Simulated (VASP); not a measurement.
# Si (R-3m) in VASP: single point with r2SCAN

Aim: the single point of Si with r2SCAN.

Program: VASP 6.6.1. These are calculated values, not measurements. Logs are shortened: lines on timing, memory, paths and dates and some standing lists are left out, and cuts for length are marked.

## 1. The cell of the first run

Symmetry: R-3m, No. 166, trigonal system. Conventional cell: a = 3.817 Å, b = 3.817 Å, c = 9.783 Å, α = 90.00°, β = 90.00°, γ = 120.00°. Within 3.1 Å of Si (site symmetry 3m) lie 4 Si at 2.36 to 2.41 Å.

## 2. Single point, r2SCAN

Input file POSCAR:

```
Si
1.0
    0.0835666450      2.7823368495      2.7823368495
    2.7823368495      0.0835666450      2.7823368495
    2.7823368495      2.7823368495      0.0835666450
Si
2
Direct
    0.0017269396      0.0017269396      0.0017269396
    0.2482730604      0.2482730604      0.2482730604
```

Input file INCAR.step1:

```
PREC = Accurate ; ENCUT = 520
ISMEAR = 0 ; SIGMA = 0.01
LREAL = F ; LASPH = T
NELM = 100 ; NBANDS = 11
GGA = PE ; ALGO = Normal
EDIFF = 1E-4 ; LWAVE = T
LCHARG = F
```

Input file INCAR.step2:

```
PREC = Accurate ; ENCUT = 520
EDIFF = 1E-6 ; ISMEAR = 0
SIGMA = 0.01 ; LREAL = F
LASPH = T ; NELM = 100
ALGO = Normal ; ISIF = 2
LWAVE = F ; LCHARG = F
METAGGA = R2SCAN ; LMIXTAU = T
NBANDS = 11 ; ISTART = 1
```

Input file KPOINTS:

```
Automatic mesh
0
Gamma
  10 10 10
```

Potentials or basis: VASP PAW PBE potentials, release 64 (Si).

Started as:

```sh
cat potpaw_PBE.64/Si/POTCAR > POTCAR
cp INCAR.step1 INCAR
mpirun -np 1 vasp_std > vasp.out
cp INCAR.step2 INCAR
mpirun -np 1 vasp_std > vasp.out
```

OUTCAR:

```text
PREC = Accurate
   ENCUT = 520
   EDIFF = 1E-6
   ISMEAR = 0
   LREAL = F
   LASPH = T
   NELM = 100
   ISIF = 2
   METAGGA = R2SCAN
   ISTART = 1

 ion  position               nearest neighbor table
   1  0.002  0.002  0.002-   2 2.36   2 2.36   2 2.36   2 2.41
   2  0.248  0.248  0.248-   1 2.36   1 2.36   1 2.36   1 2.41

  LATTYP: Found a trigonal (rhomboedric) cell.
 ALAT       =     3.9357057909
 COS(alpha) =     0.5297957374

  Lattice vectors:

 A1 = (   0.0835666450,   2.7823368495,   2.7823368495)
 A2 = (   2.7823368495,   0.0835666450,   2.7823368495)
 A3 = (   2.7823368495,   2.7823368495,   0.0835666450)

Analysis of symmetry for initial positions (statically):
=====================================================================
 Subroutine PRICEL returns:
 Original cell was already a primitive cell.

 Routine SETGRP: Setting up the symmetry group for a
 trigonal (rhombohedral) supercell.

 Subroutine GETGRP returns: Found 12 space group operations
 (whereof  6 operations were pure point group operations)
 out of a pool of 12 trial point group operations.

The static configuration has the point symmetry C_3v.
 The point group associated with its full space group is D_3d.

Analysis of symmetry for dynamics (positions and initial velocities):
=====================================================================
 Subroutine PRICEL returns:
 Original cell was already a primitive cell.

 Routine SETGRP: Setting up the symmetry group for a
 trigonal (rhombohedral) supercell.

 Subroutine GETGRP returns: Found 12 space group operations
 (whereof  6 operations were pure point group operations)
 out of a pool of 12 trial point group operations.

The dynamic configuration has the point symmetry C_3v.
 The point group associated with its full space group is D_3d.

 Subroutine INISYM returns: Found 12 space group operations
 (whereof  6 operations are pure point group operations),
 and found     1 'primitive' translations

----------------------------------------------------------------------------------------

                                     Primitive cell

  volume of cell :      41.1382

  direct lattice vectors                    reciprocal lattice vectors
     0.083566645  2.782336850  2.782336850    -0.188010666  0.182528478  0.182528478
     2.782336850  0.083566645  2.782336850     0.182528478 -0.188010666  0.182528478
     2.782336850  2.782336850  0.083566645     0.182528478  0.182528478 -0.188010666

  length of vectors
     3.935705791  3.935705791  3.935705791     0.319345112  0.319345112  0.319345112

  position of ions in fractional coordinates (direct lattice)
     0.001726940  0.001726940  0.001726940
     0.248273060  0.248273060  0.248273060

  ion indices of the primitive-cell ions
   primitive index   ion index
                 1           1
                 2           2

----------------------------------------------------------------------------------------

 KPOINTS: Automatic mesh

Automatic generation of k-mesh.
 Grid dimensions read from file:
 generate k-points for:   10   10   10

 Generating k-lattice:

  Cartesian coordinates                     Fractional coordinates (reciprocal lattice)
    -0.018801067  0.018252848  0.018252848     0.100000000 -0.000000000 -0.000000000
     0.018252848 -0.018801067  0.018252848    -0.000000000  0.100000000 -0.000000000
     0.018252848  0.018252848 -0.018801067    -0.000000000 -0.000000000  0.100000000

  Length of vectors
     0.031934511  0.031934511  0.031934511

  Shift w.r.t. Gamma in fractional coordinates (k-lattice)
     0.000000000  0.000000000  0.000000000

 Subroutine IBZKPT returns following result:
 ===========================================

 Found    116 irreducible k-points:

 Following reciprocal coordinates:
            Coordinates               Weight
  0.000000  0.000000  0.000000      1.000000
  0.100000  0.000000  0.000000      6.000000
  0.200000  0.000000  0.000000      6.000000
  0.300000  0.000000  0.000000      6.000000
  0.400000  0.000000  0.000000      6.000000
  0.500000  0.000000  0.000000      3.000000
[... 16 lines left out ...]
  0.300000  0.300000 -0.000000      6.000000
  0.400000  0.300000 -0.000000     12.000000
 [... further k-points ...]
   k-points           NKPTS =    116   k-points in BZ     NKDIM =    116   number of bands    NBANDS=     11
   number of dos      NEDOS =    301   number of ions     NIONS =      2
   total plane-waves  NPLWV =  27000
   dimension x,y,z NGX =    30 NGY =   30 NGZ =   30
   dimension x,y,z NGXF=    60 NGYF=   60 NGZF=   60
   ions per type =               2
   NGX,Y,Z   is equivalent  to a cutoff of  12.67, 12.67, 12.67 a.u.
   NGXF,Y,Z  is equivalent  to a cutoff of  25.34, 25.34, 25.34 a.u.
 SYSTEM =  unknown system
   PREC   = accura    normal or accurate (medium, high low for compatibility)
   ISTART =      1    job   : 0-new  1-cont  2-samecut
   ICHARG =      0    charge: 1-file 2-atom 10-const
   ISPIN  =      1    spin polarized calculation?
   LNONCOLLINEAR =      F non collinear calculations
   LSORBIT =      F    spin-orbit coupling
   LASPH  =      T    aspherical Exc in radial PAW
   ENCUT  =  520.0 eV  38.22 Ry    6.18 a.u.   7.32  7.32  7.32*2*pi/ulx,y,z
   NELM   =    100;   NELMIN=  2; NELMDL=  0     # of ELM steps
   EDIFF  = 0.1E-05   stopping-criterion for ELM
   LREAL  =      F    real-space projection
   EDIFFG = 0.1E-04   stopping-criterion for IOM
   NSW    =      0    number of steps for IOM
   IBRION =     -1    ionic relax: 0-MD 1-quasi-New 2-CG
   NFREE  =      0    steps in history (QN), initial steepest desc. (CG)
   ISIF   =      2    stress and relaxation
   ISYM   =      2    0-nonsym 1-usesym 2-fastsym
   POTIM  = 0.5000    time-step for ionic-motion
   TEBEG  =    0.0;   TEEND  =   0.0 temperature during run
   PSTRESS=    0.0 pullay stress
   NELECT =       8.0000    total number of electrons
   NUPDOWN=      -1.0000    fix difference up-down
   EMIN   =  10.00;   EMAX   =-10.00  energy-range for DOS
   EFERMI =   0.00;   METHOD = LEGACY
   ISMEAR =     0;   SIGMA  =   0.01  broadening in eV -4-tet -1-fermi 0-gaus
   EFERMI_NEDOS =   21; number of points for ismear=-14 and -15
   IALGO  =     38    algorithm
   IMIX   =      4    mixing-type and parameters
     AMIX     =   0.40;   BMIX     =  1.00
     AMIX_MAG =   1.60;   BMIX_MAG =  1.00
  volume/ion in A,a.u.               =      20.57       138.81
  Fermi-wavevector in a.u.,A,eV,Ry     =   0.948469  1.792347 12.239713  0.899594
  Thomas-Fermi vector in A             =   2.076660
   LORBIT       =      0    0 simple, 1 ext, 2 COOP (PROOUT), +10 PAW based schemes
   METAGGA = R2SCAN    functional components
   LHFCALC =     F    Hartree Fock is set to
   AEXX    =    0.0000 exact exchange contribution
   IVDW    =     0    specifies the selected vdW correction
   LEPSILON=     F    determine dielectric tensor
   LRPA    =     F    only Hartree local field effects (RPA)
 non-spin polarized calculation
 Gauss-broadening in eV      SIGMA  =   0.01
  energy-cutoff  :      520.00
  volume of cell :       41.14
 maximum number of plane-waves:      1126
 NGX is ok and might be reduce to    30
   NGX = 15   NGY = 15   NGZ = 15

 number of electron       8.0000000 magnetization

 Free energy of the ion-electron system (eV)
  ---------------------------------------------------
  ext. energy  EPLUGINS =         0.00000000
  ---------------------------------------------------
  free energy    TOTEN  =       -17.51536744 eV

  energy without entropy =      -17.51536744  energy(sigma->0) =      -17.51536744

 E-fermi :   5.7364     XC(G=0):  -9.7489

 val. band max:        5.6148328410   @ k =   0.0000   0.0000   0.0000
 cond. band min:       6.2148624476   @ k =   0.5000   0.5000  -0.0000
 fundamental gap:      0.6000296067
 Fermi energy:         5.7364197363

 k-point     1 :       0.0000    0.0000    0.0000
  band No.  band energies     occupation
      1      -6.8688      2.00000
      2       5.1860      2.00000
      3       5.6148      2.00000
      4       5.6148      2.00000
      5       7.6647      0.00000
      6       8.3962      0.00000
      7       8.3962      0.00000
      8       9.3416      0.00000
      9      13.5970      0.00000
     10      13.5970      0.00000
     11      14.0751      0.00000

 k-point     2 :       0.1000    0.0000    0.0000
  band No.  band energies     occupation
      1      -6.7307      2.00000
      2       4.4135      2.00000
      3       5.0447      2.00000
      4       5.3884      2.00000
      5       7.8604      0.00000
      6       8.4915      0.00000
      7       8.7099      0.00000
      8      10.2704      0.00000
      9      13.1811      0.00000
     10      13.2744      0.00000
     11      14.6461      0.00000

 k-point     3 :       0.2000    0.0000    0.0000
  band No.  band energies     occupation
      1      -6.3229      2.00000
      2       2.5066      2.00000
      3       4.6500      2.00000
      4       4.9532      2.00000
      5       7.7463      0.00000
      6       8.8318      0.00000
      7       9.2295      0.00000
      8      11.9476      0.00000
      9      12.8334      0.00000
     10      13.0546      0.00000
     11      15.2297      0.00000
[... 267 lines left out ...]
 k-point    23 :       0.3000    0.3000   -0.0000
  band No.  band energies     occupation
      1      -5.2729      2.00000
      2       0.9187      2.00000
      3       2.9935      2.00000
      4       3.3690      2.00000
      5       6.5488      0.00000
      6       8.2197      0.00000
      7      12.3325      0.00000
      8      12.5074      0.00000
      9      15.1435      0.00000
     10      15.4157      0.00000
     11      18.5734      0.00000

 k-point    24 :       0.4000    0.3000   -0.0000
  band No.  band energies     occupation
      1      -4.6370      2.00000
      2      -0.0987      2.00000
      3       2.6840      2.00000
      4       2.7816      2.00000
      5       6.6522      0.00000
      6       8.1767      0.00000
      7      12.6109      0.00000
      8      13.0449      0.00000
      9      16.1807      0.00000
     10      17.0307      0.00000
     11      18.0247      0.00000

 [... further k-points ...]

------------------------ aborting loop because EDIFF is reached ----------------------------------------

  FORCE on cell =-STRESS in cart. coord.  units (eV):
  Direction    XX          YY          ZZ          XY          YZ          ZX
  --------------------------------------------------------------------------------------
  -------------------------------------------------------------------------------------
  Total       -0.5208099     -0.5208099     -0.5208099     -0.6251403     -0.6251403     -0.6251403
  in kB      -20.2835917    -20.2835917    -20.2835917    -24.3468692    -24.3468692    -24.3468692
  external PRESSURE =     -20.2835917 kB  Pullay stress =       0.0000000 kB

 VOLUME and BASIS-vectors are now :
 -----------------------------------------------------------------------------
  energy-cutoff  :      520.00
  volume of cell :       41.14
      direct lattice vectors                 reciprocal lattice vectors
     0.083566645  2.782336850  2.782336850    -0.188010666  0.182528478  0.182528478
     2.782336850  0.083566645  2.782336850     0.182528478 -0.188010666  0.182528478
     2.782336850  2.782336850  0.083566645     0.182528478  0.182528478 -0.188010666

 POSITION                                       TOTAL-FORCE (eV/Angst)
 -----------------------------------------------------------------------------------
      0.00975      0.00975      0.00975        -0.016993     -0.016993     -0.016993
      1.40231      1.40231      1.40231         0.016993      0.016993      0.016993
 -----------------------------------------------------------------------------------
    total drift:                               -0.000000     -0.000000     -0.000000

  FREE ENERGIE OF THE ION-ELECTRON SYSTEM (eV)
  ---------------------------------------------------
  free  energy   TOTEN  =       -17.5153674428 eV

  energy  without entropy=      -17.5153674428  energy(sigma->0) =      -17.51536744
```

Wall time 4.6 min (1 thread of Intel Xeon 8259CL, shared host); peak memory 0.18 GiB.

Results:

- Free energy: -17.5154 eV
- Pressure: -2.0 GPa
- Largest force: 0.029 eV/Å
- Band gap on the k mesh: 0.60 eV (least direct gap 2.05 eV)

Forces on the atoms (eV/Å):
```
Si  -0.017 -0.017 -0.017
Si   0.017  0.017  0.017
```

Levels at points of the mesh, in eV from the valence-band top:
```tsv
k point	band 2	band 3	band 4	band 5	band 6	band 7
(0.00, 0.00, 0.00)	-0.43	0.00	0.00	2.05	2.78	2.78
(0.50, 0.00, 0.00)	-7.26	-1.56	-1.38	1.45	3.28	3.53
(0.50, 0.50, 0.00)	-8.14	-3.27	-2.88	0.60	1.05	10.30
(0.50, 0.50, 0.50)	-7.35	-1.13	-1.13	2.13	3.66	3.66
```

Caveat: the PAW data sets were made with another functional, which shifts forces and pressure a little.
